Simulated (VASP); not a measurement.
# I (Fmmm) in VASP: further runs, part 2 of 3

VASP 6.6.1.

## 4. Single point, LDA, non-collinear spin, zero start, spin-orbit coupling

This run uses another cell than the first one, of 42.99 Å³/atom.

INCAR reads:

```
  PREC = Accurate
  ENCUT = 520
  EDIFF = 1E-6
  ISMEAR = -1
  SIGMA = 0.05
  LREAL = False
  LASPH = True
  NELM = 150
  ALGO = Normal
  ISIF = 2
  LWAVE = False
  LCHARG = False
  LNONCOLLINEAR = True
  MAGMOM = 0 0 0
  LORBIT = 11
  LSORBIT = True
  GGA_COMPAT = False
  LORBMOM = True
  GGA = CA
  NBANDS = 18
```

KPOINTS reads:

```
regular mesh
0
Gamma
  9 9 9
```

POSCAR reads:

```
I
1.0
    0.0000000000      2.4119965442      3.9865231326
    2.2352415877      0.0000000000      3.9865231326
    2.2352415877      2.4119965442      0.0000000000
I
1
Direct
    0.0000000000      0.0000000000      0.0000000000
```

Potentials or basis: VASP PAW LDA potentials, release 64 (I).

Launch:

```bash
> cat potpaw_LDA.64/I/POTCAR > POTCAR
> mpirun -np 1 vasp_ncl > vasp.out
```

OUTCAR:

```text
PREC = Accurate
   ENCUT = 520
   EDIFF = 1E-6
   ISMEAR = -1
   LREAL = False
   LASPH = True
   NELM = 150
   ISIF = 2
   LNONCOLLINEAR = True
   LORBIT = 11
   LSORBIT = True
   GGA = CA

 ion  position               nearest neighbor table
   1  0.000  0.000  0.000-

  LATTYP: Found a face centered orthorhombic cell.
 ALAT       =     4.4704831754
 B/A-ratio  =     1.0790764441
 C/A-ratio  =     1.7834864717

  Lattice vectors:

 A1 = (   0.0000000000,   2.4119965442,   3.9865231326)
 A2 = (   2.2352415877,   0.0000000000,   3.9865231326)
 A3 = (   2.2352415877,   2.4119965442,   0.0000000000)

Analysis of symmetry for initial positions (statically):
=====================================================================
 Subroutine PRICEL returns:
 Original cell was already a primitive cell.

 Routine SETGRP: Setting up the symmetry group for a
 face centered orthorhombic supercell.

 Subroutine GETGRP returns: Found  8 space group operations
 (whereof  8 operations were pure point group operations)
 out of a pool of  8 trial point group operations.

The static configuration has the point symmetry D_2h.

Analysis of symmetry for dynamics (positions and initial velocities):
=====================================================================
 Subroutine PRICEL returns:
 Original cell was already a primitive cell.

[... 709 lines left out ...]
  free  energy   TOTEN  =        -2.0734394214 eV

  energy  without entropy=       -2.0671292238  energy(sigma->0) =       -2.07028432

 orbital moment (x)

 # of ion     p       d       tot
 ----------------------------------------
  1        -0.000   0.000  -0.000
 ----------------------------------------
           -0.000   0.000  -0.000

 orbital moment (y)

 # of ion     p       d       tot
 ----------------------------------------
  1         0.000   0.000   0.000
 ----------------------------------------
            0.000   0.000   0.000

 orbital moment (z)

 # of ion     p       d       tot
 ----------------------------------------
  1         0.000   0.000   0.000
 ----------------------------------------
            0.000   0.000   0.000

 Spin-Orbit-Coupling matrix elements

 Ion:    1  E_soc:     -0.3875313
 l=   1
     0.0000000    -0.0595950    -0.0762747
    -0.0595950     0.0000000    -0.0576726
    -0.0762747    -0.0576726     0.0000000
 l=   2
     0.0000000    -0.0000365     0.0000000    -0.0000367    -0.0000858
    -0.0000365     0.0000000    -0.0000373    -0.0000028     0.0000025
     0.0000000    -0.0000373     0.0000000    -0.0000351     0.0000000
    -0.0000367    -0.0000028    -0.0000351     0.0000000     0.0000083
    -0.0000858     0.0000025     0.0000000     0.0000083     0.0000000
 l=   3
     0.0000000     0.0000000     0.0000000     0.0000000     0.0000000     0.0000000     0.0000000
     0.0000000     0.0000000     0.0000000     0.0000000     0.0000000     0.0000000     0.0000000
     0.0000000     0.0000000     0.0000000     0.0000000     0.0000000     0.0000000     0.0000000
     0.0000000     0.0000000     0.0000000     0.0000000     0.0000000     0.0000000     0.0000000
     0.0000000     0.0000000     0.0000000     0.0000000     0.0000000     0.0000000     0.0000000
     0.0000000     0.0000000     0.0000000     0.0000000     0.0000000     0.0000000     0.0000000
     0.0000000     0.0000000     0.0000000     0.0000000     0.0000000     0.0000000     0.0000000

 total charge

# of ion       s       p       d       tot
------------------------------------------
    1        1.551   2.595   0.022   4.168

 magnetization (x)

# of ion       s       p       d       tot
------------------------------------------
    1        0.000   0.000   0.000   0.000

 magnetization (y)

# of ion       s       p       d       tot
------------------------------------------
    1        0.000   0.000   0.000   0.000

 magnetization (z)

# of ion       s       p       d       tot
------------------------------------------
    1        0.000  -0.000   0.000  -0.000
```

OSZICAR:

```text
N       E                     dE             d eps       ncg     rms          rms(c)
DAV:   1     0.283302990151E+02    0.28330E+02   -0.24097E+03  4500   0.606E+02
DAV:   2    -0.515661523413E-01   -0.28382E+02   -0.26161E+02  6106   0.106E+02
DAV:   3    -0.207154288924E+01   -0.20200E+01   -0.20044E+01  5666   0.287E+01
DAV:   4    -0.210790773317E+01   -0.36365E-01   -0.36358E-01  6278   0.449E+00
DAV:   5    -0.210827940543E+01   -0.37167E-03   -0.37167E-03  5538   0.407E-01    0.499E+00
DAV:   6    -0.208324571843E+01    0.25034E-01   -0.15184E-02  5204   0.727E-01    0.306E+00
DAV:   7    -0.207409767497E+01    0.91480E-02   -0.13697E-02  5122   0.686E-01    0.163E+00
DAV:   8    -0.207355222701E+01    0.54545E-03   -0.36125E-03  5412   0.365E-01    0.112E-01
DAV:   9    -0.207343921126E+01    0.11302E-03   -0.50932E-04  4826   0.131E-01    0.247E-02
DAV:  10    -0.207343944985E+01   -0.23858E-06   -0.17235E-05  5418   0.297E-02    0.118E-02
DAV:  11    -0.207343942143E+01    0.28415E-07   -0.49800E-07  4016   0.543E-03
   1 F= -.20734394E+01 E0= -.20702843E+01  d E =-.631020E-02  mag=    -0.0000     0.0000     0.0000
```

stdout:

```text
POSCAR found type information on POSCAR I
 POSCAR found :  1 types and       1 ions
 scaLAPACK will be used
 LDA part: xc-table for (Slater(with rela. corr.)+CA(PZ))
 , standard interpolation
 POSCAR, INCAR and KPOINTS ok, starting setup
 FFT: planning ... GRIDC
 FFT: planning ... GRID_SOFT
 FFT: planning ... GRID
 WAVECAR not read
 entering main loop
```

It took 2.1 min on 1 thread of Intel Xeon Platinum 8488C (Sapphire Rapids), shared host; peak memory 0.32 GiB.

Results:

| Quantity | Value |
| --- | --- |
| Free energy | -2.0734 eV |
| Pressure | -2.9 GPa |
| Net moment | 0.00 μB per cell |
| Valence electrons inside the program's atomic spheres | I 4.17 |

Stress tensor (GPa, compression positive):
```
-3.56  0.00  0.00
 0.00 -3.88  0.00
 0.00  0.00 -1.20
```

Moments on the atoms (μB; x, y, z):
```
I   0.00 0.00 0.00
```

[end of part 2 of 3]
